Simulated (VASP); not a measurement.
A run of VASP 6.6.1 is set up as follows.

File INCAR:

```
SYSTEM = TiN
  ALGO = Normal
  EDIFF = 1E-6
  ENCUT = 520
  GGA = PE
  ISIF = 2
  ISMEAR = -1
  LASPH = .TRUE.
  LCHARG = .FALSE.
  LREAL = .FALSE.
  LWAVE = .FALSE.
  NBANDS = 16
  NELM = 80
  PREC = Accurate
  SIGMA = 0.1
```

The input KPOINTS:

```
k-points
0
G
  12 12 12
  0 0 0
```

POSCAR

```
TiN
1.0
    0.0000000000      2.1399815626      2.1399815626
    2.1399815626      0.0000000000      2.1399815626
    2.1399815626      2.1399815626      0.0000000000
Ti N
1 1
Direct
    0.0000000000      0.0000000000      0.0000000000
    0.5000000000      0.5000000000      0.5000000000
```

Potentials or basis: VASP PAW PBE potentials, release 64 (Ti_sv, N).

The run is started by

```sh
$ cat potpaw_PBE.64/Ti_sv/POTCAR potpaw_PBE.64/N/POTCAR > POTCAR
$ mpirun -np 1 vasp_std > vasp.out
```

Task: Predict the pressure.

Result: -5.6 GPa.
